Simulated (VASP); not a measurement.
# Sr32O31 (a cell with a defect) in VASP: single point with PBEsol

Aim: the single point of Sr32O31 (a cell with a defect) with PBEsol.

Program: VASP 6.6.1. These are calculated values, not measurements. Logs are shortened: lines on timing, memory, paths and dates and some standing lists are left out, and cuts for length are marked.

## (1) The cell of the first run

The cell holds a defect, 63 atoms: a = 10.245 Å, b = 10.245 Å, c = 10.245 Å, α = 90.00°, β = 90.00°, γ = 90.00°.

## (2) Single point, PBEsol, collinear spin

INCAR

```
SYSTEM = Sr32O31
  PREC = Accurate
  ENCUT = 520
  EDIFF = 1E-6
  ISMEAR = -1
  SIGMA = 0.05
  LREAL = Auto
  LASPH = .TRUE.
  NELM = 200
  ALGO = Normal
  ISIF = 2
  LWAVE = .FALSE.
  LCHARG = .FALSE.
  ISPIN = 2
  MAGMOM = 0 0 0 0 0 0 0 0 0 0 0 0 0 0 0 0 0 0 0 0 0 0 0 0 0 0 0 0 0 0 0 0 0 0 0.167 0 0 0 0.167 0 0.167 0 0.167 0 0 0 0 0 0 0.167 0.167 0 0 0 0 0 0 0 0 0 0 0 0
  LORBIT = 11
  GGA = PS
  NELECT = 507.0
  ISYM = -1
  NBANDS = 294
  GGA_COMPAT = .FALSE.
  KPAR = 1
```

KPOINTS

```
explicit points
1
Reciprocal
  0.25000000   0.25000000   0.25000000 1
```

POSCAR

```
Sr32O31
1.0
   10.2454930000      0.0000000000      0.0000000000
    0.0000000000     10.2454930000      0.0000000000
    0.0000000000      0.0000000000     10.2454930000
O Sr
31 32
Direct
    0.2500670000      0.0004000000      0.0000550000
    0.2500650000      0.0003640000      0.5000510000
    0.2500990000      0.5004010000      0.0000810000
    0.7500640000      0.0004540000      0.0000450000
    0.7500730000      0.0004220000      0.5000290000
    0.7500910000      0.5004620000      0.0000750000
    0.7501010000      0.5004360000      0.5000910000
    0.0000300000      0.2503430000      0.0001780000
    0.9986640000      0.2490490000      0.5002670000
    0.9999790000      0.7504470000      0.0000570000
    0.9989870000      0.7514880000      0.5000010000
    0.5001460000      0.2502920000      0.0001150000
    0.5010480000      0.2492970000      0.5000700000
    0.5001280000      0.7504440000      0.0000360000
    0.5013800000      0.7517050000      0.4998690000
    0.0000270000      0.0004190000      0.2499850000
    0.0000320000      0.0003590000      0.7501240000
    0.9987100000      0.5005820000      0.2487870000
    0.9990790000      0.5003580000      0.7511830000
    0.5001700000      0.0003570000      0.2499750000
    0.5001650000      0.0003080000      0.7501080000
    0.5011080000      0.5003600000      0.2491350000
    0.5014950000      0.5002030000      0.7515380000
    0.2503390000      0.2490350000      0.2487090000
    0.2500690000      0.2493750000      0.7511420000
    0.2500860000      0.7514560000      0.2491110000
    0.2498900000      0.7517810000      0.7515240000
    0.7501820000      0.2503630000      0.2499960000
    0.7500590000      0.2503400000      0.7501300000
    0.7500640000      0.7504890000      0.2499620000
    0.7500030000      0.7504720000      0.7500830000
    0.9997230000      0.0003910000      0.0000190000
    0.9986680000      0.0003680000      0.5000360000
    0.9986950000      0.5003730000      0.0000680000
    0.9932940000      0.5003380000      0.4999570000
    0.5004430000      0.0004450000      0.0001030000
    0.5014370000      0.0004000000      0.5001100000
    0.5014480000      0.5004260000      0.0001410000
    0.5068330000      0.5005180000      0.5002290000
    0.2500590000      0.2489980000      0.0000700000
    0.2499340000      0.2435820000      0.4999640000
    0.2501500000      0.7517760000      0.0001400000
    0.2501390000      0.7571490000      0.5002180000
    0.7500620000      0.2500280000      0.0000390000
    0.7500400000      0.2489910000      0.5000460000
    0.7501290000      0.7507500000      0.0000990000
    0.7500930000      0.7517540000      0.5001180000
    0.2500410000      0.0003670000      0.2487190000
    0.2501060000      0.0004090000      0.7514800000
    0.2498970000      0.5002370000      0.2433290000
    0.2501780000      0.5004990000      0.7569090000
    0.7500510000      0.0003560000      0.2497230000
    0.7500960000      0.0004180000      0.7504520000
    0.7500420000      0.5003400000      0.2487470000
    0.7500890000      0.5004050000      0.7515090000
    0.0004870000      0.2507830000      0.2504750000
    0.0004490000      0.2507730000      0.7497300000
    0.0004420000      0.7501050000      0.2503830000
    0.0003980000      0.7500430000      0.7496900000
    0.4997800000      0.2507740000      0.2504500000
    0.4996920000      0.2507300000      0.7496850000
    0.4997120000      0.7500360000      0.2503740000
    0.4996570000      0.7499860000      0.7496620000
```

Potentials or basis: VASP PAW PBE potentials, release 64 (O, Sr_sv).

Command:

```bash
> cat potpaw_PBE.64/O/POTCAR potpaw_PBE.64/Sr_sv/POTCAR > POTCAR
> mpirun -np 4 vasp_std > vasp.out
```

OUTCAR:

```text
SYSTEM = Sr32O31
   PREC = Accurate
   ENCUT = 520
   EDIFF = 1E-6
   ISMEAR = -1
   LREAL = Auto
   LASPH = .TRUE.
   NELM = 200
   ISIF = 2
   ISPIN = 2
   LORBIT = 11
   GGA = PS
   NELECT = 507.0
   ISYM = -1

 ion  position               nearest neighbor table
   1  0.250  0.000  0.000-  49 2.55  40 2.55  42 2.55  48 2.55  32 2.56  36 2.57
   2  0.250  0.000  0.500-  43 2.49  41 2.49  48 2.58  37 2.58  33 2.58  49 2.58
   3  0.250  0.500  0.000-  51 2.49  50 2.49  38 2.58  42 2.58  40 2.58  34 2.58
   4  0.750  0.000  0.000-  44 2.56  53 2.56  36 2.56  32 2.56  52 2.56  46 2.56
   5  0.750  0.000  0.500-  45 2.55  33 2.55  37 2.55  47 2.55  52 2.56  53 2.57
   6  0.750  0.500  0.000-  55 2.55  34 2.55  38 2.55  54 2.55  46 2.56  44 2.57
[... 75 lines left out ...]
  57  0.000  0.251  0.750-   9 2.56  19 2.56  25 2.56  29 2.57  17 2.57   8 2.57  41 3.62  35 3.62
                            51 3.62  34 3.62  40 3.62  55 3.62  49 3.62  45 3.62  33 3.62  32 3.63
  58  0.000  0.750  0.250-  18 2.56  11 2.56  26 2.56  16 2.56  10 2.56  30 2.57  50 3.62  35 3.62
                            43 3.62  48 3.62  33 3.62  42 3.62  34 3.62  47 3.62  54 3.62  46 3.63
  59  0.000  0.750  0.750-  27 2.56  19 2.56  11 2.56  17 2.56  10 2.57  31 2.57  43 3.62  51 3.62
                            35 3.62  47 3.62  55 3.62  33 3.62  34 3.62  49 3.62  42 3.62  32 3.63
  60  0.500  0.251  0.250-  24 2.56  22 2.56  13 2.56  12 2.56  28 2.57  20 2.57  50 3.62  41 3.62
                            39 3.62  54 3.62  45 3.62  38 3.62  37 3.62  40 3.62  48 3.62  36 3.63
  61  0.500  0.251  0.750-  23 2.56  13 2.56  25 2.56  29 2.57  21 2.57  12 2.57  39 3.62  51 3.62
                            41 3.62  37 3.62  49 3.62  45 3.62  40 3.62  55 3.62  38 3.62  36 3.63
  62  0.500  0.750  0.250-  15 2.56  26 2.56  22 2.56  20 2.56  14 2.56  30 2.56  39 3.62  43 3.62
                            50 3.62  42 3.62  38 3.62  48 3.62  54 3.62  37 3.62  47 3.62  52 3.63
  63  0.500  0.750  0.750-  27 2.56  23 2.56  15 2.56  21 2.56  31 2.56  14 2.57  39 3.62  43 3.62
                            51 3.62  37 3.62  49 3.62  47 3.62  42 3.62  55 3.62  38 3.62  53 3.63

IMPORTANT INFORMATION: All symmetrisations will be switched off!
NOSYMM: (Re-)initialisation of all symmetry stuff for point group C_1.

----------------------------------------------------------------------------------------

                                     Primitive cell

  volume of cell :    1075.4707

  direct lattice vectors                    reciprocal lattice vectors
    10.245493000  0.000000000  0.000000000     0.097603893  0.000000000  0.000000000
     0.000000000 10.245493000  0.000000000     0.000000000  0.097603893  0.000000000
     0.000000000  0.000000000 10.245493000     0.000000000  0.000000000  0.097603893

  length of vectors
    10.245493000 10.245493000 10.245493000     0.097603893  0.097603893  0.097603893

  position of ions in fractional coordinates (direct lattice)
     0.250067000  0.000400000  0.000055000
     0.250065000  0.000364000  0.500051000
     0.250099000  0.500401000  0.000081000
     0.750064000  0.000454000  0.000045000
     0.750073000  0.000422000  0.500029000
[... 207 lines left out ...]
 Fermi energy:         5.0171118147

 spin component 1

 k-point     1 :       0.2500    0.2500    0.2500
  band No.  band energies     occupation
      1     -30.6927      1.00000
      2     -30.6465      1.00000
      3     -30.6455      1.00000
      4     -30.6455      1.00000
      5     -30.6176      1.00000
      6     -30.6083      1.00000
[... 257 lines left out ...]
    264       6.5464      0.00000
    265       6.5596      0.00000
 Fermi energy:         5.0171118147

 spin component 2

 k-point     1 :       0.2500    0.2500    0.2500
  band No.  band energies     occupation
      1     -30.6927      1.00000
      2     -30.6465      1.00000
      3     -30.6455      1.00000
      4     -30.6455      1.00000
      5     -30.6176      1.00000
      6     -30.6083      1.00000
[... 257 lines left out ...]
    264       6.5464      0.00000
    265       6.5597      0.00000
 [bands above 265 left out]

------------------------ aborting loop because EDIFF is reached ----------------------------------------

  FORCE on cell =-STRESS in cart. coord.  units (eV):
  Direction    XX          YY          ZZ          XY          YZ          ZX
  --------------------------------------------------------------------------------------
  -------------------------------------------------------------------------------------
  Total       13.4130946     13.3968618     13.4153176      0.4652174      0.4652923      0.4660023
  in kB       19.9820935     19.9579107     19.9854052      0.6930554      0.6931670      0.6942246
  external PRESSURE =      19.9751365 kB  Pullay stress =       0.0000000 kB

 VOLUME and BASIS-vectors are now :
 -----------------------------------------------------------------------------
  energy-cutoff  :      520.00
  volume of cell :     1075.47
      direct lattice vectors                 reciprocal lattice vectors
    10.245493000  0.000000000  0.000000000     0.097603893  0.000000000  0.000000000
     0.000000000 10.245493000  0.000000000     0.000000000  0.097603893  0.000000000
     0.000000000  0.000000000 10.245493000     0.000000000  0.000000000  0.097603893

 POSITION                                       TOTAL-FORCE (eV/Angst)
 -----------------------------------------------------------------------------------
      2.56206      0.00410      0.00056         0.000039     -0.000445      0.001129
      2.56204      0.00373      5.12327        -0.000759      0.001263      0.001603
      2.56239      5.12685      0.00083        -0.001066     -0.000253      0.001936
      7.68478      0.00465      0.00046         0.001550     -0.002581      0.000071
      7.68487      0.00432      5.12304        -0.000500     -0.001449      0.001806
      7.68505      5.12748      0.00077        -0.000595     -0.003731      0.000902
[... 55 lines left out ...]
      5.11980      7.68449      2.56521         0.006034      0.006807     -0.001953
      5.11923      7.68398      7.68066         0.009335      0.009780      0.010061
 -----------------------------------------------------------------------------------
    total drift:                               -0.004872     -0.025153     -0.005994

  FREE ENERGIE OF THE ION-ELECTRON SYSTEM (eV)
  ---------------------------------------------------
  free  energy   TOTEN  =      -387.8211750347 eV

  energy  without entropy=     -387.6874704768  energy(sigma->0) =     -387.75432276

 total charge

# of ion       s       p       d       tot
------------------------------------------
    1        1.549   3.410   0.000   4.959
    2        1.551   3.410   0.000   4.961
    3        1.551   3.410   0.000   4.961
    4        1.549   3.408   0.000   4.957
    5        1.549   3.410   0.000   4.959
    6        1.549   3.410   0.000   4.959
[... 55 lines left out ...]
   62        2.017   5.784   0.276   8.078
   63        2.017   5.784   0.277   8.077
--------------------------------------------------
tot        112.640 290.637   8.846 412.122

 magnetization (x)

# of ion       s       p       d       tot
------------------------------------------
    1       -0.000  -0.000   0.000  -0.000
    2       -0.000  -0.000   0.000  -0.000
    3       -0.000  -0.000   0.000  -0.000
    4       -0.000  -0.000   0.000  -0.000
    5       -0.000  -0.000   0.000  -0.000
    6       -0.000  -0.000   0.000  -0.000
[... 55 lines left out ...]
   62        0.000   0.000   0.000   0.000
   63        0.000   0.000   0.000   0.000
--------------------------------------------------
tot          0.000  -0.000   0.000   0.000
```

Wall time 17 min (4 MPI ranks of Intel Xeon Platinum 8375C at 2.90GHz (Ice Lake), shared host); peak memory 0.58 GiB.

What came out:

| Property | Result |
| --- | --- |
| Free energy | -387.8212 eV |
| Largest force | 0.028 eV/Å |
| Net moment | 0.00 μB per cell |
| Valence electrons inside the program's atomic spheres | O 4.96, 4.95 (each value once); Sr 8.08, 8.07 (each value once) |

Forces in eV/Å, atoms in the order of the input:
```
O    0.000  0.000  0.001
O   -0.001  0.001  0.002
O   -0.001  0.000  0.002
O    0.002 -0.003  0.000
O   -0.001 -0.001  0.002
O   -0.001 -0.004  0.001
O   -0.003 -0.002  0.000
O    0.002  0.002 -0.002
O    0.016  0.014 -0.010
O    0.005 -0.003  0.000
O    0.015 -0.018  0.004
O   -0.003  0.005 -0.002
O   -0.010  0.014  0.001
O   -0.003 -0.003 -0.001
O   -0.014 -0.015  0.011
O    0.003  0.002  0.003
O    0.002  0.001 -0.002
O    0.015 -0.012  0.013
O    0.012  0.000 -0.016
O   -0.004  0.001  0.005
O   -0.004  0.001 -0.003
O   -0.013 -0.001  0.010
O   -0.018  0.006 -0.019
O   -0.015  0.015  0.015
O    0.000  0.011 -0.014
O   -0.001 -0.017  0.011
O    0.009 -0.017 -0.018
O   -0.001  0.002  0.004
O    0.000  0.002 -0.003
O    0.001 -0.005  0.005
O    0.001 -0.004 -0.001
Sr  -0.006  0.001  0.002
Sr  -0.003  0.001  0.003
Sr  -0.004  0.003  0.001
Sr   0.025 -0.004 -0.001
Sr   0.006 -0.001  0.000
Sr   0.004 -0.001 -0.004
Sr   0.005 -0.003  0.000
Sr  -0.025  0.002  0.000
Sr   0.003 -0.004  0.000
Sr  -0.001  0.028 -0.001
Sr  -0.005  0.004 -0.001
Sr   0.004 -0.025 -0.001
Sr   0.000 -0.003  0.002
Sr   0.001 -0.002  0.003
Sr  -0.003  0.008 -0.001
Sr  -0.002  0.006 -0.005
Sr   0.005  0.000 -0.005
Sr  -0.002  0.000  0.003
Sr   0.003  0.002  0.026
Sr   0.002  0.003 -0.027
Sr   0.001  0.003 -0.007
Sr  -0.001  0.001  0.004
Sr   0.001  0.006 -0.006
Sr   0.001 -0.001  0.001
Sr  -0.010 -0.008 -0.008
Sr  -0.007 -0.006  0.007
Sr  -0.007  0.006 -0.004
Sr  -0.005  0.007  0.009
Sr   0.005 -0.007 -0.007
Sr   0.008 -0.005  0.009
Sr   0.006  0.007 -0.002
Sr   0.009  0.010  0.010
```

Caveat: the cell carries a net charge on a neutralising background, which shifts energy and pressure; the cell is charged against a uniform background, so pressure and absolute levels hang on convention; the PAW data sets were made with another functional, which shifts forces and pressure a little.
